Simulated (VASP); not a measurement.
# LiF (Fm-3m) in VASP: further runs

The runs below take LiF through single point, with PBE.

Program: VASP 6.6.1. These are calculated values, not measurements. Logs are shortened: lines on timing, memory, paths and dates and some standing lists are left out, and cuts for length are marked.

## 1. The cell of the first run

Symmetry: Fm-3m, No. 225, cubic system. Conventional cell: a = 3.985 Å, b = 3.985 Å, c = 3.985 Å, α = 90.00°, β = 90.00°, γ = 90.00°. Li (site symmetry m-3m) has 6 F at 1.99 Å within 2.6 Å. Within 2.6 Å of F (site symmetry m-3m) lie 6 Li at 1.99 Å.

## 2. Single point, PBE (volume changed by -6%)

The input, INCAR:

```
SYSTEM = LiF
  PREC = Accurate
  ENCUT = 520
  EDIFF = 1E-6
  ISMEAR = 0
  SIGMA = 0.01
  LREAL = .FALSE.
  LASPH = .TRUE.
  NELM = 80
  ALGO = Normal
  ISIF = 2
  LWAVE = .FALSE.
  LCHARG = .FALSE.
  GGA = PE
  NBANDS = 12
```

The input, KPOINTS:

```
Automatic mesh
0
G
  8 8 8
  0 0 0
```

The input, POSCAR:

```
LiF
1.0
    0.0000000000      1.9924181209      1.9924181209
    1.9924181209      0.0000000000      1.9924181209
    1.9924181209      1.9924181209      0.0000000000
Li F
1 1
Direct
    0.0000000000      0.0000000000      0.0000000000
    0.5000000000      0.5000000000      0.5000000000
```

Potentials or basis: VASP PAW PBE potentials, release 64 (Li_sv, F).

Run with:

```console
$ cat potpaw_PBE.64/Li_sv/POTCAR potpaw_PBE.64/F/POTCAR > POTCAR
$ mpirun -np 1 vasp_std > vasp.out
```

OUTCAR:

```text
SYSTEM = LiF
   PREC = Accurate
   ENCUT = 520
   EDIFF = 1E-6
   ISMEAR = 0
   LREAL = .FALSE.
   LASPH = .TRUE.
   NELM = 80
   ISIF = 2
   GGA = PE

 ion  position               nearest neighbor table
   1  0.000  0.000  0.000-   2 1.99   2 1.99   2 1.99   2 1.99   2 1.99   2 1.99
   2  0.500  0.500  0.500-   1 1.99   1 1.99   1 1.99   1 1.99   1 1.99   1 1.99

  LATTYP: Found a face centered cubic cell.
 ALAT       =     3.9848362418

  Lattice vectors:

 A1 = (   0.0000000000,   1.9924181209,   1.9924181209)
 A2 = (   1.9924181209,   0.0000000000,   1.9924181209)
 A3 = (   1.9924181209,   1.9924181209,   0.0000000000)

Analysis of symmetry for initial positions (statically):
=====================================================================
 Subroutine PRICEL returns:
 Original cell was already a primitive cell.

 Routine SETGRP: Setting up the symmetry group for a
 face centered cubic supercell.

 Subroutine GETGRP returns: Found 48 space group operations
 (whereof 48 operations were pure point group operations)
 out of a pool of 48 trial point group operations.

The static configuration has the point symmetry O_h .

Analysis of symmetry for dynamics (positions and initial velocities):
=====================================================================
 Subroutine PRICEL returns:
 Original cell was already a primitive cell.

 Routine SETGRP: Setting up the symmetry group for a
 face centered cubic supercell.

 Subroutine GETGRP returns: Found 48 space group operations
 (whereof 48 operations were pure point group operations)
 out of a pool of 48 trial point group operations.

The dynamic configuration has the point symmetry O_h .

 Subroutine INISYM returns: Found 48 space group operations
 (whereof 48 operations are pure point group operations),
 and found     1 'primitive' translations

----------------------------------------------------------------------------------------

                                     Primitive cell

  volume of cell :      15.8187

  direct lattice vectors                    reciprocal lattice vectors
     0.000000000  1.992418121  1.992418121    -0.250951341  0.250951341  0.250951341
     1.992418121  0.000000000  1.992418121     0.250951341 -0.250951341  0.250951341
     1.992418121  1.992418121  0.000000000     0.250951341  0.250951341 -0.250951341

  length of vectors
     2.817704728  2.817704728  2.817704728     0.434660473  0.434660473  0.434660473

  position of ions in fractional coordinates (direct lattice)
     0.000000000  0.000000000  0.000000000
     0.500000000  0.500000000  0.500000000

  ion indices of the primitive-cell ions
   primitive index   ion index
                 1           1
                 2           2

----------------------------------------------------------------------------------------

 KPOINTS: Automatic mesh

Automatic generation of k-mesh.
 Grid dimensions read from file:
 generate k-points for:    8    8    8

 Generating k-lattice:

  Cartesian coordinates                     Fractional coordinates (reciprocal lattice)
    -0.031368918  0.031368918  0.031368918     0.125000000  0.000000000  0.000000000
     0.031368918 -0.031368918  0.031368918     0.000000000  0.125000000  0.000000000
     0.031368918  0.031368918 -0.031368918     0.000000000  0.000000000  0.125000000

  Length of vectors
     0.054332559  0.054332559  0.054332559

  Shift w.r.t. Gamma in fractional coordinates (k-lattice)
     0.000000000  0.000000000  0.000000000

 Subroutine IBZKPT returns following result:
 ===========================================

 Found     29 irreducible k-points:

 Following reciprocal coordinates:
            Coordinates               Weight
  0.000000  0.000000  0.000000      1.000000
  0.125000  0.000000  0.000000      8.000000
  0.250000  0.000000  0.000000      8.000000
  0.375000  0.000000  0.000000      8.000000
  0.500000  0.000000  0.000000      4.000000
  0.125000  0.125000  0.000000      6.000000
[... 16 lines left out ...]
  0.500000  0.250000  0.125000     48.000000
 -0.375000  0.250000  0.125000     24.000000
 [... further k-points ...]
   k-points           NKPTS =     29   k-points in BZ     NKDIM =     29   number of bands    NBANDS=     12
   number of dos      NEDOS =    301   number of ions     NIONS =      2
   total plane-waves  NPLWV =  13824
   dimension x,y,z NGX =    24 NGY =   24 NGZ =   24
   dimension x,y,z NGXF=    48 NGYF=   48 NGZF=   48
   ions per type =               1   1
   NGX,Y,Z   is equivalent  to a cutoff of  14.16, 14.16, 14.16 a.u.
   NGXF,Y,Z  is equivalent  to a cutoff of  28.32, 28.32, 28.32 a.u.
 SYSTEM =  LiF
   PREC   = accura    normal or accurate (medium, high low for compatibility)
   ISTART =      0    job   : 0-new  1-cont  2-samecut
   ICHARG =      2    charge: 1-file 2-atom 10-const
   ISPIN  =      1    spin polarized calculation?
   LNONCOLLINEAR =      F non collinear calculations
   LSORBIT =      F    spin-orbit coupling
   LASPH  =      T    aspherical Exc in radial PAW
   ENCUT  =  520.0 eV  38.22 Ry    6.18 a.u.   5.24  5.24  5.24*2*pi/ulx,y,z
   NELM   =     80;   NELMIN=  2; NELMDL= -5     # of ELM steps
   EDIFF  = 0.1E-05   stopping-criterion for ELM
   LREAL  =      F    real-space projection
   EDIFFG = 0.1E-04   stopping-criterion for IOM
   NSW    =      0    number of steps for IOM
   IBRION =     -1    ionic relax: 0-MD 1-quasi-New 2-CG
   NFREE  =      0    steps in history (QN), initial steepest desc. (CG)
   ISIF   =      2    stress and relaxation
   ISYM   =      2    0-nonsym 1-usesym 2-fastsym
   POTIM  = 0.5000    time-step for ionic-motion
   TEBEG  =    0.0;   TEEND  =   0.0 temperature during run
   PSTRESS=    0.0 pullay stress
   NELECT =      10.0000    total number of electrons
   NUPDOWN=      -1.0000    fix difference up-down
   EMIN   =  10.00;   EMAX   =-10.00  energy-range for DOS
   EFERMI =   0.00;   METHOD = LEGACY
   ISMEAR =     0;   SIGMA  =   0.01  broadening in eV -4-tet -1-fermi 0-gaus
   EFERMI_NEDOS =   21; number of points for ismear=-14 and -15
   IALGO  =     38    algorithm
   IMIX   =      4    mixing-type and parameters
     AMIX     =   0.40;   BMIX     =  1.00
     AMIX_MAG =   1.60;   BMIX_MAG =  1.00
  volume/ion in A,a.u.               =       7.91        53.38
  Fermi-wavevector in a.u.,A,eV,Ry     =   1.405026  2.655114 26.859233  1.974098
  Thomas-Fermi vector in A             =   2.527529
   LORBIT       =      0    0 simple, 1 ext, 2 COOP (PROOUT), +10 PAW based schemes
   GGA     = PE    functional components
   LHFCALC =     F    Hartree Fock is set to
   AEXX    =    0.0000 exact exchange contribution
   IVDW    =     0    specifies the selected vdW correction
   LEPSILON=     F    determine dielectric tensor
   LRPA    =     F    only Hartree local field effects (RPA)
 non-spin polarized calculation
 Gauss-broadening in eV      SIGMA  =   0.01
  energy-cutoff  :      520.00
  volume of cell :       15.82
 maximum number of plane-waves:       444
 NGX is ok and might be reduce to    24
   NGX = 11   NGY = 11   NGZ = 11

 number of electron      10.0000000 magnetization

 number of electron       9.9999997 magnetization

 Free energy of the ion-electron system (eV)
  ---------------------------------------------------
  ext. energy  EPLUGINS =         0.00000000
  ---------------------------------------------------
  free energy    TOTEN  =        -9.62632341 eV

  energy without entropy =       -9.62632341  energy(sigma->0) =       -9.62632341

 E-fermi :  -0.5861     XC(G=0): -10.1410

 val. band max:       -0.8187394549   @ k =   0.0000   0.0000   0.0000
 cond. band min:       8.5668751309   @ k =   0.0000   0.0000   0.0000
 fundamental gap:      9.3856145858
 Fermi energy:        -0.5860827333

 k-point     1 :       0.0000    0.0000    0.0000
  band No.  band energies     occupation
      1     -41.6695      2.00000
      2     -20.8831      2.00000
      3      -0.8187      2.00000
      4      -0.8187      2.00000
      5      -0.8187      2.00000
      6       8.5669      0.00000
      7      23.5794      0.00000
      8      23.5794      0.00000
      9      23.5795      0.00000
     10      23.8257      0.00000
     11      23.8257      0.00000
     12      23.8257      0.00000

 k-point     2 :       0.1250    0.0000    0.0000
  band No.  band energies     occupation
      1     -41.6597      2.00000
      2     -20.8205      2.00000
      3      -1.2686      2.00000
      4      -0.8556      2.00000
      5      -0.8556      2.00000
      6       9.0003      0.00000
      7      20.0693      0.00000
      8      21.8685      0.00000
      9      21.8685      0.00000
     10      25.2285      0.00000
     11      25.2285      0.00000
     12      25.2309      0.00000

 k-point     3 :       0.2500    0.0000    0.0000
  band No.  band energies     occupation
      1     -41.6360      2.00000
      2     -20.6630      2.00000
      3      -2.2374      2.00000
      4      -0.9420      2.00000
      5      -0.9420      2.00000
      6       9.7916      0.00000
      7      17.4179      0.00000
      8      20.0371      0.00000
      9      20.0371      0.00000
     10      26.6741      0.00000
     11      27.1190      0.00000
     12      27.1190      0.00000
[... 286 lines left out ...]
 k-point    23 :       0.5000    0.2500    0.1250
  band No.  band energies     occupation
      1     -41.6008      2.00000
      2     -20.3635      2.00000
      3      -3.0241      2.00000
      4      -1.9860      2.00000
      5      -1.2510      2.00000
      6      11.7231      0.00000
      7      15.4091      0.00000
      8      18.5679      0.00000
      9      19.0479      0.00000
     10      25.3089      0.00000
     11      30.0495      0.00000
     12      32.7648      0.00000

 k-point    24 :      -0.3750    0.2500    0.1250
  band No.  band energies     occupation
      1     -41.5932      2.00000
      2     -20.2973      2.00000
      3      -3.2451      2.00000
      4      -2.1060      2.00000
      5      -1.3220      2.00000
      6      11.9129      0.00000
      7      15.2161      0.00000
      8      18.4376      0.00000
      9      18.7308      0.00000
     10      27.2628      0.00000
     11      28.3864      0.00000
     12      34.0473      0.00000

 [... further k-points ...]
[... 5 lines left out ...]
  --------------------------------------------------------------------------------------
  -------------------------------------------------------------------------------------
  Total        0.4218664      0.4218664      0.4218664      0.0000000     -0.0000000     -0.0000000
  in kB       42.7281521     42.7281521     42.7281521      0.0000000     -0.0000000     -0.0000000
  external PRESSURE =      42.7281521 kB  Pullay stress =       0.0000000 kB

 VOLUME and BASIS-vectors are now :
 -----------------------------------------------------------------------------
  energy-cutoff  :      520.00
  volume of cell :       15.82
      direct lattice vectors                 reciprocal lattice vectors
     0.000000000  1.992418121  1.992418121    -0.250951341  0.250951341  0.250951341
     1.992418121  0.000000000  1.992418121     0.250951341 -0.250951341  0.250951341
     1.992418121  1.992418121  0.000000000     0.250951341  0.250951341 -0.250951341

 POSITION                                       TOTAL-FORCE (eV/Angst)
 -----------------------------------------------------------------------------------
      0.00000      0.00000      0.00000        -0.000000      0.000000      0.000000
      1.99242      1.99242      1.99242         0.000000     -0.000000     -0.000000
 -----------------------------------------------------------------------------------
    total drift:                               -0.000000     -0.000000      0.000000

  FREE ENERGIE OF THE ION-ELECTRON SYSTEM (eV)
  ---------------------------------------------------
  free  energy   TOTEN  =        -9.6263234063 eV

  energy  without entropy=       -9.6263234063  energy(sigma->0) =       -9.62632341
```

Wall time 11 s (1 thread of AMD EPYC 7R13, shared host); peak memory 0.1 GiB.

Results:

| Property | Result |
| --- | --- |
| Free energy | -9.6263 eV |
| Band gap on the k mesh | 9.39 eV, direct |

Levels at points of the mesh, in eV from the valence-band top:
```tsv
k point	band 2	band 3	band 4	band 5	band 6	band 7	band 8	band 9
(0.00, 0.00, 0.00)	-20.06	0.00	0.00	0.00	9.39	24.40	24.40	24.40
(0.50, 0.00, 0.00)	-19.61	-2.62	-0.24	-0.24	10.94	17.13	19.15	19.15
(0.50, 0.50, 0.00)	-19.32	-3.15	-1.05	-1.05	15.12	16.63	17.85	20.62
```

Caveat: the cutoff is under 1.25 times the usual one of these potentials, so pressure, stress and relaxed cells hold a basis-set (Pulay) error.

(Continued in part 2 of 2.)
